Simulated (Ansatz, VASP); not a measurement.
**One calculation of Be4Se3, two programs**

```
Be Se
1.0
     0.00000    3.87675    3.87675
     3.87675    0.00000    3.87675
     3.87675    3.87675    0.00000
Be Se
4 3
Direct
  0.10106 0.10106 0.10106
  0.10106 0.10106 0.69683
  0.10106 0.69683 0.10106
  0.69683 0.10106 0.10106
  0.25000 0.25000 0.25000
  0.75000 0.75000 0.75000
  0.50000 0.50000 0.50000
```

Alike in both runs: task single point; functional PBE; k mesh 4 × 4 × 4; occupations gaussian, width 0.1 eV; no spin polarisation.

```csv
,VASP,Ansatz
version,VASP 6.6.1,Ansatz 0.2.0
potentials or method,"VASP PAW PBE potentials, release 64 (Be, Se), cutoff 520 eV","scalar-relativistic, plane waves, PAW"
valence electrons in the cell,26,56
```

Ansatz gave:

| Quantity | Value |
| --- | --- |
| gap on the k mesh at the Fermi level (eV) | 0.07 |
| least direct gap on the mesh (eV) | 0.90 |
| pressure (GPa) | 1.6 |
| rms of the force components (eV/Å) | 0.738 |

Question: Which values does VASP return?

Answer: gap on the k mesh at the Fermi level (eV): 0.07; least direct gap on the mesh (eV): 0.90; pressure (GPa): 1.7; rms of the force components (eV/Å): 0.749.

Atom by atom the forces differ by 0.010 eV/Å (rms over components). With one functional, cell and mesh, what is left measures potentials, basis and numerics. VASP's potentials hold 26 valence electrons a cell and Ansatz's 56, so a difference there can come from the potentials and not from the codes.
